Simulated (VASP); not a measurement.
# AlN (F-43m) in VASP: further runs

Runs on AlN. Level: r2SCAN. Tasks: single point.

Everything below comes from runs of VASP 6.6.1. Logs are shortened: lines on timing, memory, paths and dates and some standing lists are left out, and cuts for length are marked.

### 1 The cell of the first run

The structure is cubic, space group F-43m (No. 216). The conventional cell has a = 4.188 Å, b = 4.188 Å, c = 4.188 Å, α = 90.00°, β = 90.00°, γ = 90.00°. Al (site symmetry -43m) has 4 N at 1.81 Å within 2.4 Å. Within 2.4 Å of N (site symmetry -43m) lie 4 Al at 1.81 Å.

### 2 Single point, r2SCAN (volume scaled by 0.88)

File POSCAR:

```
AlN
1.0
    0.0000000000      2.0937552512      2.0937552512
    2.0937552512      0.0000000000      2.0937552512
    2.0937552512      2.0937552512      0.0000000000
Al N
1 1
Direct
    0.0000000000      0.0000000000      0.0000000000
    0.7500000000      0.7500000000      0.7500000000
```

File INCAR.step1:

```
SYSTEM = AlN
  PREC = Accurate
  ENCUT = 520
  ISMEAR = 0
  SIGMA = 0.02
  LREAL = .False.
  LASPH = .True.
  NELM = 80
  NBANDS = 11
  GGA = PE
  ALGO = Normal
  EDIFF = 1E-4
  LWAVE = .True.
  LCHARG = .False.
```

File INCAR.step2:

```
SYSTEM = AlN
  PREC = Accurate
  ENCUT = 520
  EDIFF = 1E-7
  ISMEAR = 0
  SIGMA = 0.02
  LREAL = .False.
  LASPH = .True.
  NELM = 80
  ALGO = Normal
  ISIF = 2
  LWAVE = .False.
  LCHARG = .True.
  METAGGA = R2SCAN
  LMIXTAU = .True.
  LELF = .True.
  LVHAR = .True.
  NBANDS = 11
  ISTART = 1
```

File KPOINTS:

```
Automatic mesh
0
Gamma
  10 10 10
  0 0 0
```

Potentials or basis: VASP PAW PBE potentials, release 64 (Al, N).

Started as:

```
$ cat potpaw_PBE.64/Al/POTCAR potpaw_PBE.64/N/POTCAR > POTCAR
$ cp INCAR.step1 INCAR
$ mpirun -np 1 vasp_std > vasp.out
$ cp INCAR.step2 INCAR
$ mpirun -np 1 vasp_std > vasp.out
```

OUTCAR:

```text
SYSTEM = AlN
   PREC = Accurate
   ENCUT = 520
   EDIFF = 1E-7
   ISMEAR = 0
   LREAL = .False.
   LASPH = .True.
   NELM = 80
   ISIF = 2
   METAGGA = R2SCAN
   ISTART = 1

 ion  position               nearest neighbor table
   1  0.000  0.000  0.000-   2 1.81   2 1.81   2 1.81   2 1.81
   2  0.750  0.750  0.750-   1 1.81   1 1.81   1 1.81   1 1.81

  LATTYP: Found a face centered cubic cell.
 ALAT       =     4.1875105024

  Lattice vectors:

 A1 = (   0.0000000000,   2.0937552512,   2.0937552512)
 A2 = (   2.0937552512,   0.0000000000,   2.0937552512)
 A3 = (   2.0937552512,   2.0937552512,   0.0000000000)

Analysis of symmetry for initial positions (statically):
=====================================================================
 Subroutine PRICEL returns:
 Original cell was already a primitive cell.

 Routine SETGRP: Setting up the symmetry group for a
 face centered cubic supercell.

 Subroutine GETGRP returns: Found 24 space group operations
 (whereof 24 operations were pure point group operations)
 out of a pool of 48 trial point group operations.

The static configuration has the point symmetry T_d .

Analysis of symmetry for dynamics (positions and initial velocities):
=====================================================================
 Subroutine PRICEL returns:
 Original cell was already a primitive cell.

 Routine SETGRP: Setting up the symmetry group for a
 face centered cubic supercell.

 Subroutine GETGRP returns: Found 24 space group operations
 (whereof 24 operations were pure point group operations)
 out of a pool of 48 trial point group operations.

The dynamic configuration has the point symmetry T_d .

 Subroutine INISYM returns: Found 24 space group operations
 (whereof 24 operations are pure point group operations),
 and found     1 'primitive' translations

----------------------------------------------------------------------------------------

                                     Primitive cell

  volume of cell :      18.3573

  direct lattice vectors                    reciprocal lattice vectors
     0.000000000  2.093755251  2.093755251    -0.238805371  0.238805371  0.238805371
     2.093755251  0.000000000  2.093755251     0.238805371 -0.238805371  0.238805371
     2.093755251  2.093755251  0.000000000     0.238805371  0.238805371 -0.238805371

  length of vectors
     2.961017073  2.961017073  2.961017073     0.413623036  0.413623036  0.413623036

  position of ions in fractional coordinates (direct lattice)
     0.000000000  0.000000000  0.000000000
     0.750000000  0.750000000  0.750000000

  ion indices of the primitive-cell ions
   primitive index   ion index
                 1           1
                 2           2

----------------------------------------------------------------------------------------

 KPOINTS: Automatic mesh

Automatic generation of k-mesh.
 Grid dimensions read from file:
 generate k-points for:   10   10   10

 Generating k-lattice:

  Cartesian coordinates                     Fractional coordinates (reciprocal lattice)
    -0.023880537  0.023880537  0.023880537     0.100000000  0.000000000  0.000000000
     0.023880537 -0.023880537  0.023880537     0.000000000  0.100000000  0.000000000
     0.023880537  0.023880537 -0.023880537     0.000000000  0.000000000  0.100000000

  Length of vectors
     0.041362304  0.041362304  0.041362304

  Shift w.r.t. Gamma in fractional coordinates (k-lattice)
     0.000000000  0.000000000  0.000000000

 Subroutine IBZKPT returns following result:
 ===========================================

 Found     47 irreducible k-points:

 Following reciprocal coordinates:
            Coordinates               Weight
  0.000000  0.000000  0.000000      1.000000
  0.100000  0.000000  0.000000      8.000000
  0.200000  0.000000  0.000000      8.000000
  0.300000  0.000000  0.000000      8.000000
  0.400000  0.000000  0.000000      8.000000
  0.500000  0.000000  0.000000      4.000000
[... 16 lines left out ...]
  0.300000  0.300000  0.000000      6.000000
  0.400000  0.300000  0.000000     24.000000
 [... further k-points ...]
   k-points           NKPTS =     47   k-points in BZ     NKDIM =     47   number of bands    NBANDS=     11
   number of dos      NEDOS =    301   number of ions     NIONS =      2
   total plane-waves  NPLWV =  13824
   dimension x,y,z NGX =    24 NGY =   24 NGZ =   24
   dimension x,y,z NGXF=    48 NGYF=   48 NGZF=   48
   ions per type =               1   1
   NGX,Y,Z   is equivalent  to a cutoff of  13.47, 13.47, 13.47 a.u.
   NGXF,Y,Z  is equivalent  to a cutoff of  26.95, 26.95, 26.95 a.u.
 SYSTEM =  AlN
   PREC   = accura    normal or accurate (medium, high low for compatibility)
   ISTART =      1    job   : 0-new  1-cont  2-samecut
   ICHARG =      0    charge: 1-file 2-atom 10-const
   ISPIN  =      1    spin polarized calculation?
   LNONCOLLINEAR =      F non collinear calculations
   LSORBIT =      F    spin-orbit coupling
   LASPH  =      T    aspherical Exc in radial PAW
   ENCUT  =  520.0 eV  38.22 Ry    6.18 a.u.   5.51  5.51  5.51*2*pi/ulx,y,z
   NELM   =     80;   NELMIN=  2; NELMDL=  0     # of ELM steps
   EDIFF  = 0.1E-06   stopping-criterion for ELM
   LREAL  =      F    real-space projection
   EDIFFG = 0.1E-05   stopping-criterion for IOM
   NSW    =      0    number of steps for IOM
   IBRION =     -1    ionic relax: 0-MD 1-quasi-New 2-CG
   NFREE  =      0    steps in history (QN), initial steepest desc. (CG)
   ISIF   =      2    stress and relaxation
   ISYM   =      2    0-nonsym 1-usesym 2-fastsym
   POTIM  = 0.5000    time-step for ionic-motion
   TEBEG  =    0.0;   TEEND  =   0.0 temperature during run
   PSTRESS=    0.0 pullay stress
   NELECT =       8.0000    total number of electrons
   NUPDOWN=      -1.0000    fix difference up-down
   EMIN   =  10.00;   EMAX   =-10.00  energy-range for DOS
   EFERMI =   0.00;   METHOD = LEGACY
   ISMEAR =     0;   SIGMA  =   0.02  broadening in eV -4-tet -1-fermi 0-gaus
   EFERMI_NEDOS =   21; number of points for ismear=-14 and -15
   IALGO  =     38    algorithm
   IMIX   =      4    mixing-type and parameters
     AMIX     =   0.40;   BMIX     =  1.00
     AMIX_MAG =   1.60;   BMIX_MAG =  1.00
  volume/ion in A,a.u.               =       9.18        61.94
  Fermi-wavevector in a.u.,A,eV,Ry     =   1.241182  2.345494 20.960231  1.540534
  Thomas-Fermi vector in A             =   2.375591
   LORBIT       =      0    0 simple, 1 ext, 2 COOP (PROOUT), +10 PAW based schemes
   METAGGA = R2SCAN    functional components
   LHFCALC =     F    Hartree Fock is set to
   AEXX    =    0.0000 exact exchange contribution
   IVDW    =     0    specifies the selected vdW correction
   LEPSILON=     F    determine dielectric tensor
   LRPA    =     F    only Hartree local field effects (RPA)
 non-spin polarized calculation
 Gauss-broadening in eV      SIGMA  =   0.02
  energy-cutoff  :      520.00
  volume of cell :       18.36
 maximum number of plane-waves:       531
 NGX is ok and might be reduce to    24
   NGX = 11   NGY = 11   NGZ = 11

 number of electron       8.0000001 magnetization

 Free energy of the ion-electron system (eV)
  ---------------------------------------------------
  ext. energy  EPLUGINS =         0.00000000
  ---------------------------------------------------
  free energy    TOTEN  =       -18.93923321 eV

  energy without entropy =      -18.93923321  energy(sigma->0) =      -18.93923321

 E-fermi :   7.0474     XC(G=0): -12.0065

 val. band max:        6.9377672571   @ k =   0.0000   0.0000   0.0000
 cond. band min:      10.9599942479   @ k =   0.5000   0.5000   0.0000
 fundamental gap:      4.0222269908
 Fermi energy:         7.0474065640

 k-point     1 :       0.0000    0.0000    0.0000
  band No.  band energies     occupation
      1      -9.5752      2.00000
      2       6.9378      2.00000
      3       6.9378      2.00000
      4       6.9378      2.00000
      5      13.0653      0.00000
      6      21.8179      0.00000
      7      21.8179      0.00000
      8      21.8179      0.00000
      9      26.5519      0.00000
     10      26.5519      0.00000
     11      28.5719      0.00000

 k-point     2 :       0.1000    0.0000    0.0000
  band No.  band energies     occupation
      1      -9.4049      2.00000
      2       6.1232      2.00000
      3       6.8853      2.00000
      4       6.8853      2.00000
      5      13.6999      0.00000
      6      21.4293      0.00000
      7      21.9733      0.00000
      8      21.9733      0.00000
      9      25.2341      0.00000
     10      25.2341      0.00000
     11      27.7246      0.00000

 k-point     3 :       0.2000    0.0000    0.0000
  band No.  band energies     occupation
      1      -8.9197      2.00000
      2       4.3904      2.00000
      3       6.7536      2.00000
      4       6.7536      2.00000
      5      14.8551      0.00000
      6      20.5867      0.00000
      7      21.7083      0.00000
      8      21.7083      0.00000
      9      24.8385      0.00000
     10      24.8385      0.00000
     11      26.9065      0.00000

 k-point     4 :       0.3000    0.0000    0.0000
  band No.  band energies     occupation
      1      -8.2109      2.00000
      2       2.5432      2.00000
      3       6.6016      2.00000
      4       6.6016      2.00000
      5      15.7457      0.00000
      6      19.7067      0.00000
      7      20.7381      0.00000
      8      20.7381      0.00000
      9      26.2878      0.00000
     10      26.2878      0.00000
     11      26.9566      0.00000

 k-point     5 :       0.4000    0.0000    0.0000
  band No.  band energies     occupation
      1      -7.4947      2.00000
      2       1.0737      2.00000
      3       6.4862      2.00000
      4       6.4862      2.00000
      5      16.2295      0.00000
      6      19.0037      0.00000
      7      19.9896      0.00000
      8      19.9896      0.00000
      9      27.6936      0.00000
     10      28.5186      0.00000
     11      28.5186      0.00000
[... 211 lines left out ...]
 k-point    21 :      -0.3000    0.2000    0.0000
  band No.  band energies     occupation
      1      -7.3141      2.00000
      2       1.9252      2.00000
      3       4.5590      2.00000
      4       6.4042      2.00000
      5      16.2432      0.00000
      6      18.0828      0.00000
      7      21.0034      0.00000
      8      21.2312      0.00000
      9      25.7776      0.00000
     10      28.8496      0.00000
     11      31.2915      0.00000

 k-point    22 :      -0.2000    0.2000    0.0000
  band No.  band energies     occupation
      1      -7.9779      2.00000
      2       2.9015      2.00000
      3       5.0989      2.00000
      4       6.6929      2.00000
      5      16.3220      0.00000
      6      18.7691      0.00000
      7      20.7108      0.00000
      8      21.2061      0.00000
      9      24.1507      0.00000
     10      28.3969      0.00000
     11      31.0738      0.00000

 k-point    23 :       0.3000    0.3000    0.0000
  band No.  band energies     occupation
      1      -7.7699      2.00000
      2       3.2010      2.00000
      3       5.5863      2.00000
      4       5.5863      2.00000
      5      13.3854      0.00000
      6      18.4007      0.00000
      7      21.4521      0.00000
      8      24.1267      0.00000
      9      24.1267      0.00000
     10      29.6554      0.00000
     11      34.2225      0.00000

 k-point    24 :       0.4000    0.3000    0.0000
  band No.  band energies     occupation
      1      -7.2218      2.00000
      2       2.4629      2.00000
      3       5.0875      2.00000
      4       5.4098      2.00000
      5      12.8221      0.00000
      6      18.2301      0.00000
      7      22.0021      0.00000
      8      24.1170      0.00000
      9      24.8230      0.00000
     10      30.9574      0.00000
     11      34.0641      0.00000

 [... further k-points ...]
[... 5 lines left out ...]
  --------------------------------------------------------------------------------------
  -------------------------------------------------------------------------------------
  Total        3.9129904      3.9129904      3.9129904      0.0000000      0.0000000      0.0000000
  in kB      341.5164514    341.5164514    341.5164514      0.0000000      0.0000000      0.0000000
  external PRESSURE =     341.5164514 kB  Pullay stress =       0.0000000 kB

 VOLUME and BASIS-vectors are now :
 -----------------------------------------------------------------------------
  energy-cutoff  :      520.00
  volume of cell :       18.36
      direct lattice vectors                 reciprocal lattice vectors
     0.000000000  2.093755251  2.093755251    -0.238805371  0.238805371  0.238805371
     2.093755251  0.000000000  2.093755251     0.238805371 -0.238805371  0.238805371
     2.093755251  2.093755251  0.000000000     0.238805371  0.238805371 -0.238805371

 POSITION                                       TOTAL-FORCE (eV/Angst)
 -----------------------------------------------------------------------------------
      0.00000      0.00000      0.00000        -0.000000     -0.000000     -0.000000
      3.14063      3.14063      3.14063         0.000000      0.000000      0.000000
 -----------------------------------------------------------------------------------
    total drift:                               -0.000003     -0.000003     -0.000003

  FREE ENERGIE OF THE ION-ELECTRON SYSTEM (eV)
  ---------------------------------------------------
  free  energy   TOTEN  =       -18.9392332122 eV

  energy  without entropy=      -18.9392332122  energy(sigma->0) =      -18.93923321
```

Wall time 18 s (1 thread of Intel Xeon 6975P-C (Granite Rapids), shared host); peak memory 0.13 GiB.

What came out:

* Free energy: -18.9392 eV
* Pressure: 34.2 GPa
* Band gap on the k mesh: 4.02 eV, indirect (least direct gap 5.96 eV)

Caveat: the PAW data sets were made with another functional, which shifts forces and pressure a little. A k mesh can miss the band edges.

### 3 Single point, r2SCAN (volume scaled by 0.91)

File POSCAR:

```
AlN
1.0
    0.0000000000      2.1172825603      2.1172825603
    2.1172825603      0.0000000000      2.1172825603
    2.1172825603      2.1172825603      0.0000000000
Al N
1 1
Direct
    0.0000000000      0.0000000000      0.0000000000
    0.7500000000      0.7500000000      0.7500000000
```

File INCAR.step1:

```
  ALGO = Normal
  EDIFF = 1E-4
  ENCUT = 520
  GGA = PE
  ISMEAR = 0
  LASPH = T
  LCHARG = F
  LREAL = F
  LWAVE = T
  NBANDS = 11
  NELM = 100
  PREC = Accurate
  SIGMA = 0.02
```

File INCAR.step2:

```
  ALGO = Normal
  EDIFF = 1E-6
  ENCUT = 520
  ISIF = 2
  ISMEAR = 0
  ISTART = 1
  LASPH = T
  LCHARG = T
  LELF = T
  LMIXTAU = T
  LREAL = F
  LVHAR = T
  LWAVE = F
  METAGGA = R2SCAN
  NBANDS = 11
  NELM = 100
  PREC = Accurate
  SIGMA = 0.02
```

File KPOINTS:

```
k-points
0
Gamma
  10 10 10
```

Potentials or basis: VASP PAW PBE potentials, release 64 (Al, N).

Started as:

```
$ cat potpaw_PBE.64/Al/POTCAR potpaw_PBE.64/N/POTCAR > POTCAR
$ cp INCAR.step1 INCAR
$ mpirun -np 1 vasp_std > vasp.out
$ cp INCAR.step2 INCAR
$ mpirun -np 1 vasp_std > vasp.out
```

Run time: 17 s. Hardware: 1 thread of Intel Xeon 6975P-C (Granite Rapids), shared host; peak memory 0.13 GiB.

It converged, with:

| Property | Result |
| --- | --- |
| Free energy | -19.0522 eV |
| Pressure | 23.5 GPa |
| Band gap on the k mesh | 4.00 eV, indirect (least direct gap 5.79 eV) |

Levels at points of the mesh, in eV from the valence-band top:
```
           k point  band 2  band 3  band 4  band 5  band 6  band 7
(0.00, 0.00, 0.00)    0.00    0.00    0.00    5.79   14.51   14.51
(0.50, 0.00, 0.00)   -6.30   -0.49   -0.49    9.12   11.52   12.56
(0.50, 0.50, 0.00)   -5.25   -1.90   -1.90    4.00   10.08   16.62
```

Caveat: the PAW data sets were made with another functional, which shifts forces and pressure a little. A k mesh can miss the band edges.

(Part 1 of 2 ends here.)
